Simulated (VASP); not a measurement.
A run of VASP 6.6.1 is set up as follows.

Contents of INCAR:

```
SYSTEM = Mg3Be
PREC = Accurate ; ENCUT = 520
EDIFF = 1E-6 ; ISMEAR = 0
SIGMA = 0.1 ; LREAL = .FALSE.
LASPH = .TRUE. ; NELM = 100
ALGO = Fast ; ISIF = 2
LWAVE = .FALSE. ; LCHARG = .FALSE.
GGA = PE ; NBANDS = 12
```

The input KPOINTS:

```
Automatic mesh
0
G
  12 12 12
  0 0 0
```

POSCAR

```
Mg3Be
1.0
    0.0000000000      3.3339615095      3.3339615095
    3.3339615095      0.0000000000      3.3339615095
    3.3339615095      3.3339615095      0.0000000000
Mg Be
3 1
Direct
    0.2500000000      0.2500000000      0.2500000000
    0.7500000000      0.7500000000      0.7500000000
    0.5000000000      0.5000000000      0.5000000000
    0.0000000000      0.0000000000      0.0000000000
```

Potentials or basis: VASP PAW PBE potentials, release 64 (Mg, Be).

Launch:

```console
$ cat potpaw_PBE.64/Mg/POTCAR potpaw_PBE.64/Be/POTCAR > POTCAR
$ mpirun -np 1 vasp_std > vasp.out
```

Predict the band gap on the k mesh.

zero (bands 4 and 5 overlap by 1.86 eV).

What does it give for the pressure?

-0.1 GPa.
